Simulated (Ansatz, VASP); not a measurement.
## One calculation of NaCl, two programs

```xyz
2
Lattice="0.0000 2.7941 2.7941 2.7941 0.0000 2.7941 2.7941 2.7941 0.0000" Properties=species:S:1:pos:R:3 pbc="T T T"
Cl    2.7941    2.7941    2.7941
Na    0.0000    0.0000    0.0000
```

Alike in both runs: task single point; functional PBE-based screened hybrid; k mesh 4 × 4 × 4; occupations fermi-dirac, width 0.05 eV; no spin polarisation.

|  | VASP | Ansatz |
| --- | --- | --- |
| version | VASP 6.6.1 | Ansatz 0.2.0 |
| potentials or method | VASP PAW PBE potentials, release 64 (Cl, Na_pv) | Ansatz PAW |
| plane-wave cutoff (eV) | 520 | 420 |
| valence electrons in the cell | 14 | 16 |

```csv
,VASP,Ansatz,Ansatz less VASP
gap on the k mesh at the Fermi level (eV),6.96,6.95,-0.003
least direct gap on the mesh (eV),6.96,6.95,-0.003
pressure (GPa),0.9,0.9,+0.03
```

VASP's potentials were made for PBE, not for PBE-based screened hybrid. The functional is the same, so the differences come from potentials, cutoffs and numerics. VASP's potentials hold 14 valence electrons a cell and Ansatz's 16, so a difference there can come from the potentials and not from the codes.

The k mesh is coarse, so the values compare programs but aren't converged.
